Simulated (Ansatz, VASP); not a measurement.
This is a calculation of CsLiCr2Te2S3 for Ansatz 0.2.0.

Contents of input.yaml:

```yaml
crystal:
  lattice:
    - [3.42162, -5.18069, 0.00784]
    - [3.42162, 5.18069, 0.00784]
    - [-2.90411, 0.0, 7.43093]
  atoms:
    - { symbol: Cs, position: [0.09374, 0.09374, 0.00853] }
    - { symbol: Li, position: [0.58875, 0.58875, 0.55336] }
    - { symbol: Cr, position: [0.05646, 0.46755, 0.5579], spin: 3.0 }
    - { symbol: Cr, position: [0.46755, 0.05646, 0.5579], spin: 3.0 }
    - { symbol: Te, position: [0.56486, 0.87357, 0.29035] }
    - { symbol: Te, position: [0.87357, 0.56486, 0.29035] }
    - { symbol: S, position: [0.81151, 0.39697, 0.73347] }
    - { symbol: S, position: [0.39697, 0.81151, 0.73347] }
    - { symbol: S, position: [0.21404, 0.21404, 0.48371] }
kpoints:
  mp_grid: { grid: [4, 4, 3] }
scf:
  occupations: { method: fermi_dirac, width: 0.05 }
hamiltonian:
  xc: pbe
  pseudopotentials: { kind: all_electron, lapw: { basis_error: 0.002 } }
magnetization:
  spin_polarized: true
output:
  forces: true
  stress: true
  eigenvalues: true
```

Potentials or basis: all-electron LAPW, scalar-relativistic.

Command:

```bash
$ ansatz run input.yaml --threads 8 --pin off --max-ram 24576MiB --backend cpu --events-out ev --progress --plain --runs-dir out
```

Translate it to VASP 6.6.1. Potentials there: VASP PAW PBE potentials, release 64 (Cs_sv, Li_sv, Cr_pv, Te, S).

As run (the cutoff follows the program's own potentials):

INCAR

```
SYSTEM = CsLiCr2Te2S3
ALGO = Normal ; EDIFF = 1E-6
ENCUT = 520 ; GGA = PE
ISIF = 2 ; ISMEAR = -1
ISPIN = 2 ; LASPH = .True.
LCHARG = .False. ; LMAXMIX = 4
LORBIT = 11 ; LREAL = .False.
LWAVE = .False. ; MAGMOM = 0 0 3 3 0 0 0 0 0
NBANDS = 47 ; NELM = 150
PREC = Accurate ; SIGMA = 0.05
```

Contents of KPOINTS:

```
k-points
0
Gamma
  4 4 3
  0 0 0
```

File POSCAR:

```
CsLiCr2Te2S3
1.0
    3.4216200000     -5.1806900000      0.0078400000
    3.4216200000      5.1806900000      0.0078400000
   -2.9041100000      0.0000000000      7.4309300000
Cs Li Cr Te S
1 1 2 2 3
Direct
    0.0937400000      0.0937400000      0.0085300000
    0.5887500000      0.5887500000      0.5533600000
    0.0564600000      0.4675500000      0.5579000000
    0.4675500000      0.0564600000      0.5579000000
    0.5648600000      0.8735700000      0.2903500000
    0.8735700000      0.5648600000      0.2903500000
    0.8115100000      0.3969700000      0.7334700000
    0.3969700000      0.8115100000      0.7334700000
    0.2140400000      0.2140400000      0.4837100000
```

Potentials or basis: VASP PAW PBE potentials, release 64 (Cs_sv, Li_sv, Cr_pv, Te, S).

Run with:

```console
$ cat potpaw_PBE.64/Cs_sv/POTCAR potpaw_PBE.64/Li_sv/POTCAR potpaw_PBE.64/Cr_pv/POTCAR potpaw_PBE.64/Te/POTCAR potpaw_PBE.64/S/POTCAR > POTCAR
$ mpirun -np 1 vasp_std > vasp.out
```

Both were run:

|  | VASP | Ansatz | Ansatz less VASP |
| --- | --- | --- | --- |
| gap on the k mesh at the Fermi level (eV) | none | none | - |
| rms of the force components (eV/Å) | 0.012 | 0.012 | 0.0000 |
| net moment per atom (μB) | 0.45 | 0.45 | 0.000 |
| size of the moment on the site where the two differ most (μB) | 2.28 | 2.23 | -0.051 |

Site moments also hang on the region over which each program counts them. Atom by atom the forces differ by 0.003 eV/Å (rms over components). A gap of «none» marks a metal or a gap that the smearing closes. Ansatz ran all-electron here, and VASP with PAW potentials.

Spin-orbit coupling is off throughout. Noted on VASP's run: the cutoff is under 1.25 times that of the potentials, so the pressure is a little rough. Noted on Ansatz's run: the k mesh is thin for a metal, which can move the energy by tens of meV per atom.
